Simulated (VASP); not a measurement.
# BaS (Pm-3m) in VASP: a series of runs, part 2 of 2

VASP 6.6.1. The steps go on from the part before.

**3. G0W0 quasiparticle levels, PBE**

The input, POSCAR:

```
BaS
1.0
    3.8337582644      0.0000000000      0.0000000000
    0.0000000000      3.8337582644      0.0000000000
    0.0000000000      0.0000000000      3.8337582644
Ba S
1 1
Direct
    0.0000000000      0.0000000000      0.0000000000
    0.5000000000      0.5000000000      0.5000000000
```

The input, INCAR.step1:

```
SYSTEM = BaS
PREC = Accurate
ENCUT = 500
EDIFF = 1E-8
ISMEAR = 0
SIGMA = 0.01
LREAL = .False.
LASPH = .True.
NELM = 100
ALGO = Normal
LWAVE = .True.
LCHARG = .False.
GGA = PE
```

The input, INCAR.step2:

```
SYSTEM = BaS
PREC = Accurate
ENCUT = 500
EDIFF = 1E-8
ISMEAR = 0
SIGMA = 0.01
LREAL = .False.
LASPH = .True.
NELM = 1
ALGO = Exact
LWAVE = .True.
LCHARG = .False.
GGA = PE
NBANDS = 99
LOPTICS = .True.
ISTART = 1
```

The input, INCAR.step3:

```
SYSTEM = BaS
PREC = Accurate
ENCUT = 500
EDIFF = 1E-8
ISMEAR = 0
SIGMA = 0.01
LREAL = .False.
LASPH = .True.
ALGO = EVGW0
LWAVE = .False.
LCHARG = .False.
GGA = PE
NELMGW = 1
NBANDS = 99
ENCUTGW = 80.0
NOMEGA = 96
PRECFOCK = Fast
ISTART = 1
NBANDSGW = 16
OMEGAMAX = 20
```

The input, KPOINTS:

```
regular mesh
0
Gamma
  4 4 4
  0 0 0
```

Potentials or basis: VASP PAW PBE potentials, release 64 (Ba_sv_GW, S_GW).

Started as:

```console
cat potpaw_PBE.64/Ba_sv_GW/POTCAR potpaw_PBE.64/S_GW/POTCAR > POTCAR
cp INCAR.step1 INCAR
mpirun -np 1 vasp_std > vasp.out
cp INCAR.step2 INCAR
mpirun -np 1 vasp_std > vasp.out
cp INCAR.step3 INCAR
mpirun -np 1 vasp_std > vasp.out
```

OUTCAR:

```text
SYSTEM = BaS
   PREC = Accurate
   ENCUT = 500
   EDIFF = 1E-8
   ISMEAR = 0
   LREAL = .False.
   LASPH = .True.
   GGA = PE
   NELMGW = 1
   ENCUTGW = 80.0
   PRECFOCK = Fast
   ISTART = 1

 ion  position               nearest neighbor table
   1  0.000  0.000  0.000-
   2  0.500  0.500  0.500-

  LATTYP: Found a simple cubic cell.
 ALAT       =     3.8337582644

  Lattice vectors:

 A1 = (   3.8337582644,   0.0000000000,   0.0000000000)
 A2 = (   0.0000000000,   3.8337582644,   0.0000000000)
 A3 = (   0.0000000000,   0.0000000000,   3.8337582644)

Analysis of symmetry for initial positions (statically):
=====================================================================
 Subroutine PRICEL returns:
 Original cell was already a primitive cell.

[... 128 lines left out ...]
  Fermi-wavevector in a.u.,A,eV,Ry     =   1.076028  2.033397 15.753309  1.157836
  Thomas-Fermi vector in A             =   2.211901
   LORBIT       =      0    0 simple, 1 ext, 2 COOP (PROOUT), +10 PAW based schemes
   GGA     = PE    functional components
   LHFCALC =     T    Hartree Fock is set to
   PRECFOCK=fast      Normal, Fast or Accurate (Low or Medium for compatibility)
   ENCUT4O =  -1.0   cutoff for four orbital integrals eV
   NKREDX  =     1    reduce k-point grid by
   NKREDY  =     1    reduce k-point grid by
   NKREDZ  =     1    reduce k-point grid by
   AEXX    =    1.0000 exact exchange contribution
   HFSCREEN=    0.0000 screening length (either q_TF or 0.3 A-1)
   HFSCREENC=   0.0000 screening length for correlation (either q_TF or 0.3 A-1)
   ENCUTFOCK=  -1.0 apply spherical cutoff to Coloumb kernel
   IVDW    =     0    specifies the selected vdW correction
   LEPSILON=     F    determine dielectric tensor
   LRPA    =     F    only Hartree local field effects (RPA)
   LRPAFORCE           =     F    calculate RPA forces
   ENCUTGW             =  80.0    cutoff for response function in eV
   ENCUTGWSOFT         =  64.0    soft cutoff for Coulomb kernel in GW response function in eV
   ENCUTLF             =  -1.0    cutoff for local field effects
   NELMGW              =     1    number of iterations in solving QP/BSE equation
   NELMHF              =     1    number of iterations in the inner HF iteration
   NKREDLFX            =     1    NKREDLFY  =   1   NKREDLFZ  =   1
 non-spin polarized calculation
 Gauss-broadening in eV      SIGMA  =   0.01
  energy-cutoff  :      500.00
  volume of cell :       56.35
 maximum number of plane-waves:      1472
 NGX is ok and might be reduce to    28
  NGX = 16; NGY = 16; NGZ = 16
   NGX = 13   NGY = 13   NGZ = 13
 maximum number of plane-waves:       100
 NGX is ok and might be reduce to    14

 QP shifts <psi_nk| G(iteration)W_0 |psi_nk>: iteration 1
 for sc-GW calculations column KS-energies equals QP-energies in previous step
 and V_xc(KS)=  KS-energies - (<T + V_ion + V_H > + <T+V_H+V_ion>^1  + <V_x>^1)

 k-point   1 :       0.0000    0.0000    0.0000
  band No.  KS-energies  QP-energies   sigma(KS)   V_xc(KS)     V^pw_x(r,r')   Z            occupation Imag(sigma)

      1     -22.1602     -22.4342     -15.5459     -15.0898     -24.3553       0.6006       2.0000       1.0126
      2      -6.9638      -8.0267     -15.4191     -14.0222     -19.0549       0.7609       2.0000       0.1853
      3      -6.9638      -8.0267     -15.4191     -14.0222     -19.0549       0.7609       2.0000       0.1853
      4      -6.9638      -8.0267     -15.4191     -14.0222     -19.0549       0.7609       2.0000       0.1853
      5      -6.1477      -6.5167     -13.7847     -13.2105     -20.9534       0.6426       2.0000       0.9361
      6       4.7682       4.2575     -13.5342     -12.8519     -15.7410       0.7485       2.0000       0.0557
[... 175 lines left out ...]
      2      -7.5906      -8.6870     -15.0163     -13.5509     -18.7299       0.7482       2.0000       0.1670
      3      -7.5906      -8.6870     -15.0163     -13.5509     -18.7299       0.7482       2.0000       0.1670
      4      -7.5906      -8.6870     -15.0163     -13.5509     -18.7299       0.7482       2.0000       0.1670
      5      -5.3627      -5.7542     -14.3602     -13.7955     -21.2487       0.6933       2.0000       0.9084
      6       2.1508       1.4261     -12.0190     -11.0095     -14.8225       0.7179       2.0000       0.1095
[... 8 lines left out ...]
     15      13.6381      17.8497      -8.8389     -14.5829      -2.5333       0.7332       0.0000      -0.1186
     16      13.9174      18.4074      -8.6890     -14.8663      -2.1882       0.7268       0.0000      -0.1195
```

OUTCAR.step1:

```text
SYSTEM = BaS
   PREC = Accurate
   ENCUT = 500
   EDIFF = 1E-8
   ISMEAR = 0
   LREAL = .False.
   LASPH = .True.
[... 354 lines left out ...]
      0.00000      0.00000      0.00000         0.000000      0.000000      0.000000
      1.91688      1.91688      1.91688         0.000000      0.000000      0.000000
 -----------------------------------------------------------------------------------
    total drift:                                0.000000      0.000000      0.000000

  FREE ENERGIE OF THE ION-ELECTRON SYSTEM (eV)
  ---------------------------------------------------
  free  energy   TOTEN  =       -11.1766274269 eV

  energy  without entropy=      -11.1766274269  energy(sigma->0) =      -11.17662743
```

It took 2.5 min on 1 thread of AMD EPYC 9R45 (Zen 5), shared host; peak memory 0.7 GiB.

Results:

```yaml
Quasiparticle_gap: 2.47 eV
Least_direct_quasiparticle_gap: 2.56 eV
Band_gap_of_the_starting_levels_on_the_mesh: 1.55 eV
Least_direct_gap_of_the_starting_levels_on_the_mesh: 1.63 eV
```

Caveat: the k points lie up to 0.41 Å⁻¹ apart; bands, screening cutoff and mesh are small and nothing is extrapolated, so the quasiparticle values aren't converged; the structure was generated, so it needn't be the stable form of BaS; spin-orbit coupling is left out, which moves the levels of the heavy elements.
